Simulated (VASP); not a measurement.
Write the native input for VASP 6.6.1 that does the following.

```yaml
Task: single point
Functional: LDA
Potentials_or_basis: VASP PAW LDA potentials, release 64 (As_d, Ga_d)
Cutoff: 510 eV
k_mesh: 8 × 8 × 8
Occupations: fermi-dirac, width 0.05 eV
Spin: no spin polarisation
Dipole_correction: no
Further_INCAR_settings: ALGO = Normal; EDIFF = 1e-06; NBANDS = 21
```

The structure of GaAs lies in POSCAR:

```
GaAs
1.0
    0.0000000000      2.7691429914      2.7691429914
    2.7691429914      0.0000000000      2.7691429914
    2.7691429914      2.7691429914      0.0000000000
As Ga
1 1
Direct
    0.7500000000      0.7500000000      0.7500000000
    0.0000000000      0.0000000000      0.0000000000
```

One way to write it, as run:

INCAR

```
SYSTEM = GaAs
PREC = Accurate
ENCUT = 510
EDIFF = 1E-6
ISMEAR = -1
SIGMA = 0.05
LREAL = .False.
LASPH = .True.
NELM = 120
ALGO = Normal
ISIF = 2
LWAVE = .False.
LCHARG = .True.
LELF = .True.
LVHAR = .True.
NBANDS = 21
GGA_COMPAT = .False.
```

KPOINTS

```
regular mesh
0
Gamma
  8 8 8
  0 0 0
```

Potentials or basis: VASP PAW LDA potentials, release 64 (As_d, Ga_d).

Command:

```bash
$ cat potpaw_LDA.64/As_d/POTCAR potpaw_LDA.64/Ga_d/POTCAR > POTCAR
$ mpirun -np 1 vasp_std > vasp.out
```

It gave:

```json
{
 "Pressure": "3.0 GPa",
 "Band gap on the k mesh": "0.80 eV"
}
```

Caveat: semilocal functionals underestimate gaps, and a narrow one can read as zero.

Run time: 12 s on 1 thread of Intel(R) Xeon(R) 6975P-C (Granite Rapids), on a shared host, peak memory 0.15 GiB.
